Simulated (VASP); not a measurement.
# MnS (F-43m) in VASP: notebook, part 2 of 2

VASP 6.6.1.

### 3 Single point, RPBE+U, collinear spin, ferromagnetic start

The input, INCAR:

```
SYSTEM = MnS
PREC = Accurate ; ENCUT = 520
EDIFF = 1E-6 ; ISMEAR = -1
SIGMA = 0.05 ; LREAL = .False.
LASPH = .True. ; NELM = 150
ALGO = Normal ; ISIF = 2
LWAVE = .False. ; LCHARG = .False.
ISPIN = 2 ; MAGMOM = 4 0
LORBIT = 11 ; LMAXMIX = 4
LDAU = .True. ; LDAUTYPE = 2
LDAUL = 2 -1 ; LDAUU = 7 0
LDAUJ = 0 0 ; LDAUPRINT = 1
GGA = RP ; NBANDS = 20
```

The input, KPOINTS:

```
regular mesh
0
Gamma
  9 9 9
  0 0 0
```

The input, POSCAR:

```
MnS
1.0
    0.0000000000      2.4734634191      2.4734634191
    2.4734634191      0.0000000000      2.4734634191
    2.4734634191      2.4734634191      0.0000000000
Mn S
1 1
Direct
    0.0000000000      0.0000000000      0.0000000000
    0.7500000000      0.7500000000      0.7500000000
```

Potentials or basis: VASP PAW PBE potentials, release 64 (Mn_pv, S).

The run is started by

```bash
$ cat potpaw_PBE.64/Mn_pv/POTCAR potpaw_PBE.64/S/POTCAR > POTCAR
$ mpirun -np 1 vasp_std > vasp.out
```

Run time: 43 s. Hardware: 1 thread of AMD EPYC 7R43 (Zen 3), shared host; peak memory 0.16 GiB.

The run converged. Its results:

* Free energy: -8.9126 eV
* Pressure: 71.9 GPa
* Net moment: 4.91 μB per cell
* Site moments: Mn +4.53; S +0.03 μB
* Valence electrons inside the program's atomic spheres: Mn 11.87; S 4.05

Levels at points of the mesh, in eV from the Fermi level:
Spin up:
```tsv
k point	band 9	band 10	band 11	band 12	band 13	band 14	band 15	band 16
(0.00, 0.00, 0.00)	-6.69	0.47	0.47	0.47	2.65	6.39	6.39	6.39
```
Spin down:
```
           k point  band 5  band 6  band 7  band 8  band 9  band 10
(0.00, 0.00, 0.00)   -3.86   -3.86   -3.86    2.88    2.88     3.45
```

Eigenvalues of the final occupation matrices:
```tsv
site	spin	trace	eigenvalues
site 1 d	1	4.73	0.94 0.94 0.95 0.95 0.95
site 1 d	2	0.35	0.03 0.03 0.10 0.10 0.10
```

Caveat: the cell stands under pressure; the PAW data sets were made with another functional, which shifts forces and pressure a little; a cell with one magnetic atom can't hold antiferromagnetic order, which such compounds often take. The state reached can hang on the start; a lower one may exist.

### 4 Single point, PBE+D3(BJ)+U, collinear spin, ferromagnetic start

The input, INCAR:

```
SYSTEM = MnS
PREC = Accurate
ENCUT = 520
EDIFF = 1E-7
ISMEAR = 1
SIGMA = 0.1
LREAL = .FALSE.
LASPH = .TRUE.
NELM = 150
ALGO = Normal
ISIF = 2
LWAVE = .FALSE.
LCHARG = .FALSE.
ISPIN = 2
MAGMOM = 4 0
LORBIT = 11
LMAXMIX = 4
LDAU = .TRUE.
LDAUTYPE = 2
LDAUL = 2 -1
LDAUU = 5.3 0
LDAUJ = 0 0
LDAUPRINT = 1
GGA = PE
IVDW = 12
NBANDS = 20
```

The input, KPOINTS:

```
regular mesh
0
G
  9 9 9
  0 0 0
```

POSCAR is that of step 3.

The run is started by

```bash
$ cat potpaw_PBE.64/Mn_pv/POTCAR potpaw_PBE.64/S/POTCAR > POTCAR
$ mpirun -np 1 vasp_std > vasp.out
```

Wall time 86 s (1 thread of Intel Xeon 8259CL, shared host); peak memory 0.2 GiB.

The run converged. Its results:

| Quantity | Value |
| --- | --- |
| Free energy | -11.1974 eV |
| Pressure | 54.7 GPa |
| Net moment | 4.67 μB per cell |
| Site moments | Mn +4.33; S +0.02 μB |
| Valence electrons inside the program's atomic spheres | Mn 11.88; S 3.99 |
| Dispersion energy per atom | -0.483 eV |

Levels at points of the mesh, in eV from the Fermi level:
Spin up:
```
           k point  band 9  band 10  band 11  band 12  band 13  band 14  band 15  band 16
(0.00, 0.00, 0.00)   -5.60     1.05     1.05     1.05     2.87     6.68     6.68     6.68
```
Spin down:
| k point | band 4 | band 5 | band 6 | band 7 | band 8 | band 9 | band 10 | band 11 |
| --- | --- | --- | --- | --- | --- | --- | --- | --- |
| (0.00, 0.00, 0.00) | -15.51 | -3.92 | -3.92 | -3.92 | 2.36 | 2.36 | 3.47 | 5.66 |

Eigenvalues of the final occupation matrices:
```csv
site,spin,trace,eigenvalues
site 1 d,1,4.64,0.93 0.93 0.93 0.93 0.93
site 1 d,2,0.47,0.03 0.03 0.13 0.13 0.13
```

Caveat: three body term missing; the cell stands under pressure; a cell with one magnetic atom can't hold antiferromagnetic order, which such compounds often take. The state reached can hang on the start; a lower one may exist.

### 5 Single point, revPBE+U, collinear spin, ferromagnetic start

INCAR, as its differences from that of step 4:

```diff
@@ -5,3 +5,3 @@
 ISMEAR = 1
-SIGMA = 0.1
+SIGMA = 0.15
 LREAL = .FALSE.
@@ -20,7 +20,6 @@
 LDAUL = 2 -1
-LDAUU = 5.3 0
+LDAUU = 1 0
 LDAUJ = 0 0
 LDAUPRINT = 1
-GGA = PE
-IVDW = 12
+GGA = RE
 NBANDS = 20
```

KPOINTS is that of step 4.

POSCAR is that of step 4.

Potentials or basis: VASP PAW PBE potentials, release 64 (Mn_pv, S).

The run is started by

```bash
$ cat potpaw_PBE.64/Mn_pv/POTCAR potpaw_PBE.64/S/POTCAR > POTCAR
$ mpirun -np 1 vasp_std > vasp.out
```

OUTCAR:

```text
SYSTEM = MnS
   PREC = Accurate
   ENCUT = 520
   EDIFF = 1E-7
   ISMEAR = 1
   LREAL = .FALSE.
   LASPH = .TRUE.
   NELM = 150
   ISIF = 2
   ISPIN = 2
   LORBIT = 11
   GGA = RE

 ion  position               nearest neighbor table
   1  0.000  0.000  0.000-   2 2.14   2 2.14   2 2.14   2 2.14
   2  0.750  0.750  0.750-   1 2.14   1 2.14   1 2.14   1 2.14

  LATTYP: Found a face centered cubic cell.
 ALAT       =     4.9469268382

  Lattice vectors:

 A1 = (   0.0000000000,   2.4734634191,   2.4734634191)
 A2 = (   2.4734634191,   0.0000000000,   2.4734634191)
 A3 = (   2.4734634191,   2.4734634191,   0.0000000000)

[... 1355 lines left out ...]
 VOLUME and BASIS-vectors are now :
 -----------------------------------------------------------------------------
  energy-cutoff  :      520.00
  volume of cell :       30.27
      direct lattice vectors                 reciprocal lattice vectors
     0.000000000  2.473463419  2.473463419    -0.202145702  0.202145702  0.202145702
     2.473463419  0.000000000  2.473463419     0.202145702 -0.202145702  0.202145702
     2.473463419  2.473463419  0.000000000     0.202145702  0.202145702 -0.202145702

 POSITION                                       TOTAL-FORCE (eV/Angst)
 -----------------------------------------------------------------------------------
      0.00000      0.00000      0.00000         0.000000      0.000000      0.000000
      3.71020      3.71020      3.71020        -0.000000     -0.000000     -0.000000
 -----------------------------------------------------------------------------------
    total drift:                               -0.000001     -0.000001     -0.000001

  FREE ENERGIE OF THE ION-ELECTRON SYSTEM (eV)
  ---------------------------------------------------
  free  energy   TOTEN  =       -11.7984493866 eV

  energy  without entropy=      -11.8019975303  energy(sigma->0) =      -11.79963210

 total charge

# of ion       s       p       d       tot
------------------------------------------
    1        0.360   6.381   5.187  11.928
    2        1.333   2.533   0.000   3.866
--------------------------------------------------
tot          1.692   8.914   5.187  15.794

 magnetization (x)

# of ion       s       p       d       tot
------------------------------------------
    1        0.046   0.075   3.148   3.269
    2        0.002  -0.033   0.000  -0.031
--------------------------------------------------
tot          0.048   0.042   3.148   3.238
```

Run time: 85 s. Hardware: 1 thread of Intel Xeon 8259CL, shared host; peak memory 0.19 GiB.

What came out:

```yaml
Free_energy: -11.7984 eV
Pressure: 33.6 GPa
Net_moment: 3.47 μB per cell
Site_moments: Mn +3.27; S -0.03 μB
Valence_electrons_inside_the_program's_atomic_spheres: Mn 11.93; S 3.87
```

Eigenvalues of the final occupation matrices:
```
    site  spin  trace               eigenvalues
site 1 d     1   4.19  0.81 0.81 0.81 0.88 0.88
site 1 d     2   1.03  0.11 0.11 0.27 0.27 0.27
```

Caveat: the cell stands under pressure; the PAW data sets were made with another functional, which shifts forces and pressure a little; a cell with one magnetic atom can't hold antiferromagnetic order, which such compounds often take. The state reached can hang on the start; a lower one may exist.

### 6 Single point, r2SCAN+D3(BJ)+U, collinear spin, ferromagnetic start

POSCAR is that of step 5.

The input, INCAR.step1:

```
SYSTEM = MnS
PREC = Accurate ; ENCUT = 520
ISMEAR = 1 ; SIGMA = 0.025
LREAL = .False. ; LASPH = .True.
NELM = 150 ; ISPIN = 2
MAGMOM = 4 0 ; LMAXMIX = 4
LDAU = .True. ; LDAUTYPE = 2
LDAUL = 2 -1 ; LDAUU = 3 0
LDAUJ = 0 0 ; NBANDS = 20
GGA = PE ; ALGO = Normal
EDIFF = 1E-4 ; LWAVE = .True.
LCHARG = .False.
```

The input, INCAR.step2:

```
SYSTEM = MnS
PREC = Accurate ; ENCUT = 520
EDIFF = 1E-7 ; ISMEAR = 1
SIGMA = 0.025 ; LREAL = .False.
LASPH = .True. ; NELM = 150
ALGO = Normal ; ISIF = 2
LWAVE = .False. ; LCHARG = .False.
ISPIN = 2 ; MAGMOM = 4 0
LORBIT = 11 ; LMAXMIX = 4
LDAU = .True. ; LDAUTYPE = 2
LDAUL = 2 -1 ; LDAUU = 3 0
LDAUJ = 0 0 ; LDAUPRINT = 1
METAGGA = R2SCAN ; LMIXTAU = .True.
IVDW = 12 ; VDW_S6 = 1.0
VDW_S8 = 0.78981345 ; VDW_A1 = 0.49484001
VDW_A2 = 5.73083694 ; NBANDS = 20
ISTART = 1
```

The input, KPOINTS:

```
Automatic mesh
0
Gamma
  9 9 9
  0 0 0
```

Potentials or basis: VASP PAW PBE potentials, release 64 (Mn_pv, S).

The run is started by

```bash
$ cat potpaw_PBE.64/Mn_pv/POTCAR potpaw_PBE.64/S/POTCAR > POTCAR
$ cp INCAR.step1 INCAR
$ mpirun -np 1 vasp_std > vasp.out
$ cp INCAR.step2 INCAR
$ mpirun -np 1 vasp_std > vasp.out
```

It took 5.1 min on 1 thread of Intel Xeon 8259CL, shared host; peak memory 0.21 GiB.

Results (log left out):

* Free energy: -22.3495 eV
* Pressure: 53.4 GPa
* Net moment: 4.60 μB per cell
* Site moments: Mn +4.24; S +0.03 μB
* Valence electrons inside the program's atomic spheres: Mn 11.90; S 4.00
* Dispersion energy per atom: -0.225 eV

Levels at points of the mesh, in eV from the Fermi level:
Spin up:
```tsv
k point	band 9	band 10	band 11	band 12	band 13	band 14	band 15	band 16
(0.00, 0.00, 0.00)	-5.19	1.17	1.17	1.17	3.19	6.91	6.91	6.91
```
Spin down:
```csv
k point,band 4,band 5,band 6,band 7,band 8,band 9,band 10,band 11
"(0.00, 0.00, 0.00)",-16.34,-4.42,-4.42,-4.42,2.15,2.15,4.10,5.73
```

Eigenvalues of the final occupation matrices:
```tsv
site	spin	trace	eigenvalues
site 1 d	1	4.59	0.91 0.91 0.91 0.93 0.93
site 1 d	2	0.51	0.04 0.04 0.15 0.15 0.15
```

Caveat: three body term missing; the cell stands under pressure; the PAW data sets were made with another functional, which shifts forces and pressure a little; a cell with one magnetic atom can't hold antiferromagnetic order, which such compounds often take. The state reached can hang on the start; a lower one may exist.

### 7 The runs side by side

| level | U | smearing | gap on the mesh (eV) | pressure (GPa) | moment (μB) |
| --- | --- | --- | --- | --- | --- |
| r2SCAN+U | Mn d U = 8.0 eV | fermi-dirac 0.05 eV | none | 72.9 | 4.99 |
| RPBE+U | Mn d U = 7.0 eV | fermi-dirac 0.05 eV | none | 71.9 | 4.91 |
| PBE+D3(BJ)+U | Mn d U = 5.3 eV | methfessel-paxton 0.1 eV | none | 54.7 | 4.67 |
| revPBE+U | Mn d U = 1.0 eV | methfessel-paxton 0.15 eV | none | 33.6 | 3.47 |
| r2SCAN+D3(BJ)+U | Mn d U = 3.0 eV | methfessel-paxton 0.025 eV | none | 53.4 | 4.60 |

Alike in all rows: task single point; potentials or basis VASP PAW PBE potentials, release 64 (Mn_pv, S); spin collinear, ferromagnetic start; cell as given; k mesh 9 × 9 × 9; cutoff (eV) 520.

The pressure there spans 33.6 GPa (revPBE+U) to 72.9 GPa (r2SCAN+U); a positive pressure means that this level wants a larger cell, a negative one a smaller.

Caveats: the cell stands under pressure; a cell with one magnetic atom can't hold antiferromagnetic order, which such compounds often take; the PAW data sets were made with another functional, which shifts forces and pressure a little (at least some runs); three body term missing (at least some runs).

Absolute energies hang on the potentials; compare differences alone.
